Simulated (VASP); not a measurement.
# AlIn2B2As (Cm) in VASP: a series of runs, part 2 of 3

VASP 6.6.1.

## 3. Relaxation of cell and atoms, PBE

This run uses another cell than the first one, of 19.68 Å³/atom.

The input, INCAR:

```
SYSTEM = AlIn2B2As
PREC = Accurate
ENCUT = 600
EDIFF = 1E-6
ISMEAR = 0
SIGMA = 0.2
LREAL = .FALSE.
LASPH = .TRUE.
NELM = 80
ALGO = Normal
ISIF = 3
LWAVE = .FALSE.
LCHARG = .FALSE.
GGA = PE
IBRION = 2
NSW = 36
EDIFFG = -0.08
```

The input, KPOINTS:

```
regular mesh
0
G
  3 3 4
  0 0 0
```

The input, POSCAR:

```
AlIn2B2As
1.0
    3.8430197100     -3.5802082600      0.0000000000
    3.8430197100      3.5802082600      0.0000000000
   -2.1099349400      0.0000000000      4.2921372300
Al In B As
1 2 2 1
Direct
    0.9306543700      0.9306543700      0.0415602600
    0.9212660900      0.3760086400      0.0167049500
    0.3760086400      0.9212660900      0.0167049500
    0.7457593400      0.7457593400      0.1531846700
    0.0109389500      0.0109389500      0.6750133100
    0.5352936000      0.5352936000      0.4322139600
```

Potentials or basis: VASP PAW PBE potentials, release 64 (Al, In_d, B, As).

The run is started by

```bash
> cat potpaw_PBE.64/Al/POTCAR potpaw_PBE.64/In_d/POTCAR potpaw_PBE.64/B/POTCAR potpaw_PBE.64/As/POTCAR > POTCAR
> mpirun -np 1 vasp_std > vasp.out
```

OUTCAR:

```text
SYSTEM = AlIn2B2As
   PREC = Accurate
   ENCUT = 600
   EDIFF = 1E-6
   ISMEAR = 0
   LREAL = .FALSE.
   LASPH = .TRUE.
   NELM = 80
   ISIF = 3
   GGA = PE
   IBRION = 2
   NSW = 36
   EDIFFG = -0.08

 ion  position               nearest neighbor table
   1  0.931  0.931  0.042-   4 1.72   5 2.10   2 2.38   3 2.38   2 2.88   3 2.88
   2  0.921  0.376  0.017-   4 2.09   5 2.22   1 2.38   1 2.88   6 3.17   6 3.20   6 3.20   3 3.26
                             3 3.86   3 3.86   3 3.90
   3  0.376  0.921  0.017-   4 2.09   5 2.22   1 2.38   1 2.88   6 3.17   6 3.20   6 3.20   2 3.26
                             2 3.86   2 3.86   2 3.90
   4  0.746  0.746  0.153-   1 1.72   2 2.09   3 2.09   6 2.51
   5  0.011  0.011  0.675-   1 2.10   2 2.22   3 2.22
   6  0.535  0.535  0.432-   4 2.51   3 3.17   2 3.17   3 3.20   2 3.20   3 3.20   2 3.20

  LATTYP: Found a base centered monoclinic cell.
 ALAT       =     7.6860394200
 B/A-ratio  =     0.9316132964
 C/A-ratio  =     0.6222587179
 COS(beta)  =    -0.4411593282

  Lattice vectors:

 A1 = (   3.8430197100,  -3.5802082600,   0.0000000000)
 A2 = (   3.8430197100,   3.5802082600,   0.0000000000)
 A3 = (  -2.1099349400,   0.0000000000,   4.2921372300)

Analysis of symmetry for initial positions (statically):
=====================================================================
 Subroutine PRICEL returns:
 Original cell was already a primitive cell.

 Routine SETGRP: Setting up the symmetry group for a
 base centered monoclinic supercell.

 Subroutine GETGRP returns: Found  2 space group operations
 (whereof  2 operations were pure point group operations)
 out of a pool of  4 trial point group operations.

The static configuration has the point symmetry C_1h.

Analysis of symmetry for dynamics (positions and initial velocities):
=====================================================================
 Subroutine PRICEL returns:
 Original cell was already a primitive cell.

 Routine SETGRP: Setting up the symmetry group for a
 base centered monoclinic supercell.

 Subroutine GETGRP returns: Found  2 space group operations
 (whereof  2 operations were pure point group operations)
 out of a pool of  4 trial point group operations.

[... 138 lines left out ...]

 number of electron      39.9999993 magnetization

 Free energy of the ion-electron system (eV)
  ---------------------------------------------------
  ext. energy  EPLUGINS =         0.00000000
  ---------------------------------------------------
  free energy    TOTEN  =       -18.91027080 eV

  energy without entropy =      -18.87135652  energy(sigma->0) =      -18.89081366

------------------------ aborting loop because EDIFF is reached ----------------------------------------

  FORCE on cell =-STRESS in cart. coord.  units (eV):
  Direction    XX          YY          ZZ          XY          YZ          ZX
  --------------------------------------------------------------------------------------
  -------------------------------------------------------------------------------------
  Total       17.6321751     17.8787812     -3.2705575      0.0000000      0.0000000     -2.9484500
  in kB      239.1839183    242.5291779    -44.3657545      0.0000000      0.0000000    -39.9963031
  external PRESSURE =     145.7824472 kB  Pullay stress =       0.0000000 kB
[... 67 lines left out ...]
--------------------------------------- Ionic step        3  -------------------------------------------

 number of electron      40.0000003 magnetization

 E-fermi :   4.1250     XC(G=0):  -8.9472

 val. band max:        4.0995033989   @ k =   0.3333   0.3333   0.0000
 cond. band min:       4.1551830573   @ k =  -0.3333   0.3333   0.2500
 fundamental gap:      0.0556796583
 Fermi energy:         4.1250318210

 k-point     1 :       0.0000    0.0000    0.0000
  band No.  band energies     occupation
      1     -10.7675      2.00000
      2     -10.6548      2.00000
      3     -10.5889      2.00000
      4     -10.5884      2.00000
      5     -10.5784      2.00000
      6     -10.5553      2.00000
[... 400 lines left out ...]
  FREE ENERGIE OF THE ION-ELECTRON SYSTEM (eV)
  ---------------------------------------------------
  free  energy   TOTEN  =       -21.6572906131 eV

  energy  without entropy=      -21.6235342788  energy(sigma->0) =      -21.64041245

[... ionic steps 4 to 32 ...]

--------------------------------------- Ionic step       33  -------------------------------------------

 number of electron      39.9999996 magnetization

------------------------ aborting loop because EDIFF is reached ----------------------------------------
[... 75 lines left out ...]
--------------------------------------- Ionic step       35  -------------------------------------------

 number of electron      39.9999999 magnetization

 Free energy of the ion-electron system (eV)
  ---------------------------------------------------
  ext. energy  EPLUGINS =         0.00000000
  ---------------------------------------------------
  free energy    TOTEN  =       -24.72859685 eV

  energy without entropy =      -24.70502018  energy(sigma->0) =      -24.71680852

 E-fermi :   5.8246     XC(G=0):  -9.6896

 val. band max:        5.7576724628   @ k =  -0.3333   0.3333   0.5000
 cond. band min:       5.9294821123   @ k =   0.3333   0.3333   0.0000
 fundamental gap:      0.1718096494
 Fermi energy:         5.8246438409

 k-point     1 :       0.0000    0.0000    0.0000
  band No.  band energies     occupation
      1      -9.1162      2.00000
      2      -8.9890      2.00000
      3      -8.9805      2.00000
      4      -8.9554      2.00000
      5      -8.9522      2.00000
      6      -8.9158      2.00000
[... 400 lines left out ...]
  FREE ENERGIE OF THE ION-ELECTRON SYSTEM (eV)
  ---------------------------------------------------
  free  energy   TOTEN  =       -24.7285968545 eV

  energy  without entropy=      -24.7050201782  energy(sigma->0) =      -24.71680852

 reached required accuracy - stopping structural energy minimisation
```

OSZICAR:

```text
N       E                     dE             d eps       ncg     rms          rms(c)
DAV:   1     0.335772447672E+03    0.33577E+03   -0.20096E+04   672   0.204E+03
[... 346 lines left out ...]
       N       E                     dE             d eps       ncg     rms          rms(c)
DAV:   1    -0.247361244526E+02   -0.10772E-01   -0.11470E+00   856   0.859E+00    0.591E-01
DAV:   2    -0.247306207134E+02    0.55037E-02   -0.32692E-02  1000   0.243E+00    0.287E-01
DAV:   3    -0.247286936756E+02    0.19270E-02   -0.51175E-03   976   0.102E+00    0.113E-01
DAV:   4    -0.247286089723E+02    0.84703E-04   -0.84306E-04   928   0.280E-01    0.707E-02
DAV:   5    -0.247285959449E+02    0.13027E-04   -0.63485E-05  1120   0.980E-02    0.323E-02
DAV:   6    -0.247285969404E+02   -0.99550E-06   -0.14307E-05  1024   0.368E-02    0.810E-03
DAV:   7    -0.247285968545E+02    0.85932E-07   -0.94147E-07   440   0.109E-02
  35 F= -.24728597E+02 E0= -.24716809E+02  d E =-.324454E-02
```

Run time: 31 min. Hardware: 1 thread of Intel Xeon 8259CL, shared host; peak memory 0.31 GiB.

What came out:

```yaml
Free_energy: -24.7286 eV
Relaxed_volume: 19.68 Å³/atom
Relaxed_cell: a = 5.782 Å, b = 5.782 Å, c = 4.215 Å, α = 113.73°, β = 113.73°, γ = 80.66°
Space_group_after_relaxing_to_0.1_Å: Cm (No. 8)
Energy_gained_by_relaxing: 969.7 meV/atom
Ionic_steps: 35
Pressure_after_relaxing: -0.1 GPa
Largest_force_after_relaxing: 0.052 eV/Å
Band_gap_on_the_k_mesh: zero (bands 20 and 21 overlap by 0.17 eV)
```

Forces on the atoms (eV/Å):
```
Al  -0.026  0.000  0.045
In   0.017 -0.029 -0.036
In   0.017  0.029 -0.036
B    0.048  0.000  0.002
B   -0.013  0.000  0.015
As  -0.042  0.000  0.010
```

The path:
```tsv
step	energy change (eV)	largest force (eV/Å)	pressure (GPa)	volume (Å³)
1	0.0000	8.2004	14.58	118.11
2	-2.6797	1.9383	-6.90	150.11
3	-2.7470	2.3893	-4.31	141.04
4	-3.9000	2.2525	-4.15	132.91
5	-4.6792	1.6775	1.69	119.39
6	-4.6925	1.4743	-0.65	122.41
7	-4.7063	1.2658	0.14	121.26
8	-4.9503	1.1138	0.45	119.38
9	-4.9708	1.4977	0.80	118.63
10	-5.0911	0.6175	-0.64	118.99
11	-5.0931	0.5196	-0.51	118.95
12	-5.1360	0.3723	-0.03	118.07
13	-5.1629	0.6738	0.89	116.69
14	-5.1943	0.4981	0.44	117.19
15	-5.2158	0.6778	-0.13	118.05
16	-5.2459	0.7101	-0.40	118.31
17	-5.3337	0.7174	-1.01	119.03
18	-5.3562	0.8503	-1.58	120.12
19	-5.3796	0.6836	-1.40	119.63
20	-5.4503	0.6392	-0.52	118.20
21	-5.4755	0.6392	0.47	116.83
22	-5.5246	0.5044	0.47	116.99
23	-5.5889	0.7038	0.65	117.41
24	-5.6330	0.5428	0.25	118.26
25	-5.6968	0.4738	-0.70	120.63
26	-5.6989	0.5360	-0.85	121.13
27	-5.7447	0.5292	-0.51	120.38
28	-5.7715	0.5096	0.19	119.28
29	-5.7961	0.2516	-0.25	119.32
30	-5.7989	0.2158	-0.44	119.34
31	-5.8083	0.1082	0.14	118.18
32	-5.8089	0.1421	0.32	117.84
33	-5.8138	0.1117	0.03	118.20
34	-5.8151	0.1640	-0.22	118.53
35	-5.8183	0.0524	-0.08	118.09
```

Final structure:
```
Al In B As
1.0
     4.40543   -3.74210    0.14719
     4.40543    3.74210    0.14719
    -2.34358    0.00000    3.50334
Al In B As
1 2 2 1
Direct
  0.95479 0.95479 0.18782
  0.89098 0.41256 0.89484
  0.41256 0.89098 0.89484
  0.76611 0.76611 0.35428
  0.98428 0.98428 0.73021
  0.51120 0.51120 0.27338
```

Levels at points of the mesh, in eV from the Fermi level:
| k point | band 16 | band 17 | band 18 | band 19 | band 20 | band 21 | band 22 | band 23 | band 24 |
| --- | --- | --- | --- | --- | --- | --- | --- | --- | --- |
| (0.00, 0.00, 0.00) | -3.89 | -3.65 | -2.17 | -1.66 | -1.47 | 0.21 | 1.00 | 1.54 | 1.89 |
| (0.00, 0.00, 0.50) | -3.90 | -3.89 | -3.78 | -0.92 | -0.50 | 0.75 | 1.88 | 2.52 | 3.08 |

Caveat: the k points lie up to 0.44 Å⁻¹ apart in the final cell; semilocal functionals underestimate gaps, so a narrow gap can read as zero; spin-orbit coupling is left out, which moves the levels of the heavy elements; the relaxation stopped at a loose force limit of 0.08 eV/Å, so its end isn't a converged minimum.

(Continued in part 3 of 3.)
